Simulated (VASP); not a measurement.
# Re (P6_3/mmc) in VASP: further runs

Re is run at these levels: LDA; tasks: single point.

All numbers are computed with VASP 6.6.1; they aren't measurements. Logs are shortened: lines on timing, memory, paths and dates and some standing lists are left out, and cuts for length are marked.

## (1) The cell of the first run

The structure is hexagonal, space group P6_3/mmc (No. 194). The conventional cell has a = 2.710 Å, b = 2.710 Å, c = 8.756 Å, α = 90.00°, β = 90.00°, γ = 120.00°. Re (site symmetry -6m2) has 12 Re at 2.69 to 2.71 Å within 3.5 Å. Re (site symmetry -3m) has 12 Re at 2.69 to 2.71 Å within 3.5 Å.

## (2) Single point, LDA

The input, INCAR:

```
SYSTEM = Re
PREC = Accurate ; ENCUT = 500
EDIFF = 1E-6 ; ISMEAR = -1
SIGMA = 0.05 ; LREAL = .False.
LASPH = .True. ; NELM = 120
ALGO = Normal ; ISIF = 2
LWAVE = .False. ; LCHARG = .False.
NBANDS = 38 ; GGA_COMPAT = .False.
```

The input, KPOINTS:

```
Automatic mesh
0
Gamma
  11 11 3
  0 0 0
```

The input, POSCAR:

```
Re
1.0
    2.7099146624      0.0000000000      0.0000000000
   -1.3549573311      2.3468549397      0.0000000000
    0.0000000000      0.0000000000      8.7563685467
Re
4
Direct
    0.6666666667      0.3333333333      0.7500000000
    0.0000000000      0.0000000000      0.5000000000
    0.3333333333      0.6666666667      0.2500000000
    0.0000000000      0.0000000000      0.0000000000
```

Potentials or basis: VASP PAW LDA potentials, release 64 (Re_sv_GW).

Command:

```bash
$ cat potpaw_LDA.64/Re_sv_GW/POTCAR > POTCAR
$ mpirun -np 1 vasp_std > vasp.out
```

OUTCAR:

```text
SYSTEM = Re
   PREC = Accurate
   ENCUT = 500
   EDIFF = 1E-6
   ISMEAR = -1
   LREAL = .False.
   LASPH = .True.
   NELM = 120
   ISIF = 2

 ion  position               nearest neighbor table
   1  0.667  0.333  0.750-   2 2.69   4 2.69   2 2.69   4 2.69   2 2.69   4 2.69
   2  0.000  0.000  0.500-   1 2.69   3 2.69   3 2.69   1 2.69   1 2.69   3 2.69
   3  0.333  0.667  0.250-   2 2.69   4 2.69   2 2.69   4 2.69   2 2.69   4 2.69
   4  0.000  0.000  0.000-   1 2.69   3 2.69   3 2.69   1 2.69   1 2.69   3 2.69

  LATTYP: Found a hexagonal cell.
 ALAT       =     2.7099146624
 C/A-ratio  =     3.2312340563

  Lattice vectors:

 A1 = (   2.7099146624,   0.0000000000,   0.0000000000)
 A2 = (  -1.3549573311,   2.3468549397,   0.0000000000)
 A3 = (   0.0000000000,   0.0000000000,   8.7563685467)

Analysis of symmetry for initial positions (statically):
=====================================================================
 Subroutine PRICEL returns:
 Original cell was already a primitive cell.

 Routine SETGRP: Setting up the symmetry group for a
 hexagonal supercell.

 Subroutine GETGRP returns: Found 24 space group operations
 (whereof 12 operations were pure point group operations)
 out of a pool of 24 trial point group operations.

The static configuration has the point symmetry D_3d.
 The point group associated with its full space group is D_6h.

Analysis of symmetry for dynamics (positions and initial velocities):
=====================================================================
 Subroutine PRICEL returns:
 Original cell was already a primitive cell.

 Routine SETGRP: Setting up the symmetry group for a
 hexagonal supercell.

 Subroutine GETGRP returns: Found 24 space group operations
 (whereof 12 operations were pure point group operations)
 out of a pool of 24 trial point group operations.

The dynamic configuration has the point symmetry D_3d.
 The point group associated with its full space group is D_6h.

 Subroutine INISYM returns: Found 24 space group operations
 (whereof 12 operations are pure point group operations),
 and found     1 'primitive' translations

----------------------------------------------------------------------------------------

                                     Primitive cell

  volume of cell :      55.6885

  direct lattice vectors                    reciprocal lattice vectors
     2.709914662  0.000000000  0.000000000     0.369015310  0.213051089  0.000000000
    -1.354957331  2.346854940  0.000000000     0.000000000  0.426102177  0.000000000
     0.000000000  0.000000000  8.756368547     0.000000000  0.000000000  0.114202594

  length of vectors
     2.709914662  2.709914662  8.756368547     0.426102177  0.426102177  0.114202594

  position of ions in fractional coordinates (direct lattice)
     0.666666667  0.333333333  0.750000000
     0.000000000  0.000000000  0.500000000
     0.333333333  0.666666667  0.250000000
     0.000000000  0.000000000  0.000000000

  ion indices of the primitive-cell ions
   primitive index   ion index
                 1           1
                 2           2
                 3           3
                 4           4

----------------------------------------------------------------------------------------

 KPOINTS: Automatic mesh

Automatic generation of k-mesh.
 Grid dimensions read from file:
 generate k-points for:   11   11    3

 Generating k-lattice:

  Cartesian coordinates                     Fractional coordinates (reciprocal lattice)
     0.033546846  0.019368281  0.000000000     0.090909091 -0.000000000  0.000000000
     0.000000000  0.038736562  0.000000000     0.000000000  0.090909091  0.000000000
     0.000000000  0.000000000  0.038067531     0.000000000  0.000000000  0.333333333

  Length of vectors
     0.038736562  0.038736562  0.038067531

  Shift w.r.t. Gamma in fractional coordinates (k-lattice)
     0.000000000  0.000000000  0.000000000

 Subroutine IBZKPT returns following result:
 ===========================================

 Found     32 irreducible k-points:

 Following reciprocal coordinates:
            Coordinates               Weight
  0.000000  0.000000  0.000000      1.000000
  0.090909  0.000000  0.000000      6.000000
  0.181818  0.000000  0.000000      6.000000
  0.272727  0.000000  0.000000      6.000000
  0.363636  0.000000  0.000000      6.000000
  0.454545  0.000000  0.000000      6.000000
[... 16 lines left out ...]
  0.090909  0.090909  0.333333     12.000000
  0.181818  0.090909  0.333333     24.000000
 [... further k-points ...]
   k-points           NKPTS =     32   k-points in BZ     NKDIM =     32   number of bands    NBANDS=     38
   number of dos      NEDOS =    301   number of ions     NIONS =      4
   total plane-waves  NPLWV =  25600
   dimension x,y,z NGX =    20 NGY =   20 NGZ =   64
   dimension x,y,z NGXF=    40 NGYF=   40 NGZF=  128
   ions per type =               4
   NGX,Y,Z   is equivalent  to a cutoff of  12.27, 12.27, 12.15 a.u.
   NGXF,Y,Z  is equivalent  to a cutoff of  24.54, 24.54, 24.30 a.u.
 SYSTEM =  Re
   PREC   = accura    normal or accurate (medium, high low for compatibility)
   ISTART =      0    job   : 0-new  1-cont  2-samecut
   ICHARG =      2    charge: 1-file 2-atom 10-const
   ISPIN  =      1    spin polarized calculation?
   LNONCOLLINEAR =      F non collinear calculations
   LSORBIT =      F    spin-orbit coupling
   LASPH  =      T    aspherical Exc in radial PAW
   ENCUT  =  500.0 eV  36.75 Ry    6.06 a.u.   4.94  4.94 15.96*2*pi/ulx,y,z
   NELM   =    120;   NELMIN=  2; NELMDL= -5     # of ELM steps
   EDIFF  = 0.1E-05   stopping-criterion for ELM
   LREAL  =      F    real-space projection
   EDIFFG = 0.1E-04   stopping-criterion for IOM
   NSW    =      0    number of steps for IOM
   IBRION =     -1    ionic relax: 0-MD 1-quasi-New 2-CG
   NFREE  =      0    steps in history (QN), initial steepest desc. (CG)
   ISIF   =      2    stress and relaxation
   ISYM   =      2    0-nonsym 1-usesym 2-fastsym
   POTIM  = 0.5000    time-step for ionic-motion
   TEBEG  =    0.0;   TEEND  =   0.0 temperature during run
   PSTRESS=    0.0 pullay stress
   NELECT =      60.0000    total number of electrons
   NUPDOWN=      -1.0000    fix difference up-down
   EMIN   =  10.00;   EMAX   =-10.00  energy-range for DOS
   EFERMI =   0.00;   METHOD = LEGACY
   ISMEAR =    -1;   SIGMA  =   0.05  broadening in eV -4-tet -1-fermi 0-gaus
   EFERMI_NEDOS =   21; number of points for ismear=-14 and -15
   IALGO  =     38    algorithm
   IMIX   =      4    mixing-type and parameters
     AMIX     =   0.40;   BMIX     =  1.00
     AMIX_MAG =   1.60;   BMIX_MAG =  1.00
  volume/ion in A,a.u.               =      13.92        93.95
  Fermi-wavevector in a.u.,A,eV,Ry     =   1.678301  3.171530 38.323469  2.816695
  Thomas-Fermi vector in A             =   2.762415
   LORBIT       =      0    0 simple, 1 ext, 2 COOP (PROOUT), +10 PAW based schemes
   GGA     = CA    functional components
   LHFCALC =     F    Hartree Fock is set to
   AEXX    =    0.0000 exact exchange contribution
   IVDW    =     0    specifies the selected vdW correction
   LEPSILON=     F    determine dielectric tensor
   LRPA    =     F    only Hartree local field effects (RPA)
 non-spin polarized calculation
  energy-cutoff  :      500.00
  volume of cell :       55.69
 maximum number of plane-waves:      1442
 NGX is ok and might be reduce to    20
   NGX =  9   NGY =  9   NGZ = 31

 number of electron      59.9999995 magnetization

 Free energy of the ion-electron system (eV)
  ---------------------------------------------------
  ext. energy  EPLUGINS =         0.00000000
  ---------------------------------------------------
  free energy    TOTEN  =       -61.43749324 eV

  energy without entropy =      -61.41573621  energy(sigma->0) =      -61.42661472

 E-fermi :  13.8614     XC(G=0): -14.7519

 val. band max:       13.8522515092   @ k =   0.2727   0.0000   0.0000
 cond. band min:      13.9106255982   @ k =   0.3636   0.0909   0.3333
 fundamental gap:      0.0583740891
 Fermi energy:        13.8613979970

 k-point     1 :       0.0000    0.0000    0.0000
  band No.  band energies     occupation
      1     -65.6508      2.00000
      2     -65.5861      2.00000
      3     -65.5521      2.00000
      4     -65.4863      2.00000
      5     -28.5415      2.00000
      6     -27.8560      2.00000
[... 30 lines left out ...]
     37      16.5592      0.00000
     38      16.5592      0.00000

 k-point     2 :       0.0909    0.0000    0.0000
  band No.  band energies     occupation
      1     -65.6403      2.00000
      2     -65.5783      2.00000
      3     -65.5443      2.00000
      4     -65.4815      2.00000
      5     -28.5034      2.00000
      6     -27.8666      2.00000
[... 30 lines left out ...]
     37      16.4925      0.00000
     38      16.6279      0.00000

 k-point     3 :       0.1818    0.0000    0.0000
  band No.  band energies     occupation
      1     -65.6117      2.00000
      2     -65.5576      2.00000
      3     -65.5236      2.00000
      4     -65.4689      2.00000
      5     -28.3964      2.00000
      6     -27.9244      2.00000
[... 30 lines left out ...]
     37      16.7386      0.00000
     38      16.9316      0.00000

 k-point     4 :       0.2727    0.0000    0.0000
  band No.  band energies     occupation
      1     -65.5722      2.00000
      2     -65.5303      2.00000
      3     -65.4961      2.00000
      4     -65.4539      2.00000
      5     -28.2552      2.00000
      6     -28.0592      2.00000
[... 30 lines left out ...]
     37      17.4401      0.00000
     38      17.5514      0.00000
[... 703 lines left out ...]
      4     -65.4427      2.00000
      5     -28.4220      2.00000
      6     -28.4003      2.00000
[... 30 lines left out ...]
     37      18.5759      0.00000
     38      19.0929      0.00000

 k-point    23 :       0.0909    0.0909    0.3333
  band No.  band energies     occupation
      1     -65.6115      2.00000
      2     -65.5869      2.00000
      3     -65.5073      2.00000
      4     -65.4822      2.00000
      5     -28.3554      2.00000
      6     -28.1499      2.00000
[... 30 lines left out ...]
     37      16.9912      0.00000
     38      17.7389      0.00000

 k-point    24 :       0.1818    0.0909    0.3333
  band No.  band energies     occupation
      1     -65.5788      2.00000
      2     -65.5582      2.00000
      3     -65.4878      2.00000
      4     -65.4670      2.00000
      5     -28.2587      2.00000
      6     -28.1459      2.00000
[... 30 lines left out ...]
     37      17.1101      0.00000
     38      17.8783      0.00000

 [... further k-points ...]
[... 5 lines left out ...]
  --------------------------------------------------------------------------------------
  -------------------------------------------------------------------------------------
  Total        4.0040027      4.0040027      3.7566742      0.0000000      0.0000000      0.0000000
  in kB      115.1964383    115.1964383    108.0807178      0.0000000      0.0000000      0.0000000
  external PRESSURE =     112.8245315 kB  Pullay stress =       0.0000000 kB

 VOLUME and BASIS-vectors are now :
 -----------------------------------------------------------------------------
  energy-cutoff  :      500.00
  volume of cell :       55.69
      direct lattice vectors                 reciprocal lattice vectors
     2.709914662  0.000000000  0.000000000     0.369015310  0.213051089  0.000000000
    -1.354957331  2.346854940  0.000000000     0.000000000  0.426102177  0.000000000
     0.000000000  0.000000000  8.756368547     0.000000000  0.000000000  0.114202594

 POSITION                                       TOTAL-FORCE (eV/Angst)
 -----------------------------------------------------------------------------------
      1.35496      0.78228      6.56728         0.000000     -0.000000     -0.000000
      0.00000      0.00000      4.37818         0.000000     -0.000000      0.000000
     -0.00000      1.56457      2.18909        -0.000000      0.000000     -0.000000
      0.00000      0.00000      0.00000         0.000000     -0.000000      0.000000
 -----------------------------------------------------------------------------------
    total drift:                                0.000000     -0.000000      0.000000

  FREE ENERGIE OF THE ION-ELECTRON SYSTEM (eV)
  ---------------------------------------------------
  free  energy   TOTEN  =       -61.4374932424 eV

  energy  without entropy=      -61.4157362058  energy(sigma->0) =      -61.42661472
```

Wall time 54 s (1 thread of Intel Xeon Platinum 8259CL at 2.50GHz (Skylake/Cascade Lake), shared host); peak memory 0.18 GiB.

Results:

```
Free energy            : -61.4375 eV
Pressure               : 11.3 GPa
Band gap on the k mesh : zero (band 30 reaches 15.13 eV, above the bottom of band 31 at 12.39 eV)
```

Stress tensor (GPa, compression positive):
```
11.52  0.00  0.00
 0.00 11.52  0.00
 0.00  0.00 10.81
```

Levels at points of the mesh, in eV from the Fermi level:
```csv
k point,band 28,band 29,band 30,band 31,band 32,band 33
"(0.00, 0.00, 0.00)",-1.37,-1.37,-1.25,-1.25,0.64,0.64
```

Caveat: spin-orbit coupling is left out, which moves the levels of the heavy elements.

## (3) Single point, LDA

This run uses another cell than the first one, of 14.81 Å³/atom, 1.064 times its volume.

The input, INCAR:

```
PREC = Accurate
ENCUT = 500
EDIFF = 1E-6
ISMEAR = -1
SIGMA = 0.05
LREAL = False
LASPH = True
NELM = 120
ALGO = Normal
ISIF = 2
LWAVE = False
LCHARG = False
NBANDS = 38
GGA_COMPAT = False
```

The input, KPOINTS:

```
Automatic mesh
0
Gamma
  11 11 3
```

The input, POSCAR:

```
Re
1.0
    2.7663873939      0.0000000000      0.0000000000
   -1.3831936969      2.3957617598      0.0000000000
    0.0000000000      0.0000000000      8.9388451600
Re
4
Direct
    0.6666666667      0.3333333333      0.7500000000
    0.0000000000      0.0000000000      0.5000000000
    0.3333333333      0.6666666667      0.2500000000
    0.0000000000      0.0000000000      0.0000000000
```

Potentials or basis: VASP PAW LDA potentials, release 64 (Re_sv_GW).

Command:

```bash
$ cat potpaw_LDA.64/Re_sv_GW/POTCAR > POTCAR
$ mpirun -np 1 vasp_std > vasp.out
```

It took 32 s on 1 thread of Intel Xeon 6975P-C (Granite Rapids), shared host; peak memory 0.18 GiB.

The run converged. Its results:

* Free energy: -61.4488 eV
* Pressure: -13.6 GPa
* Band gap on the k mesh: zero (band 30 reaches 13.90 eV, above the bottom of band 31 at 11.44 eV)

Stress tensor (GPa, compression positive):
```
-13.48   0.00   0.00
  0.00 -13.48   0.00
  0.00   0.00 -13.77
```

Levels at points of the mesh, in eV from the Fermi level:
```
           k point  band 28  band 29  band 30  band 31  band 32  band 33
(0.00, 0.00, 0.00)    -1.23    -1.23    -1.12    -1.12     0.61     0.61
```

Caveat: spin-orbit coupling is left out, which moves the levels of the heavy elements.

(Part 1 of 2 ends here.)
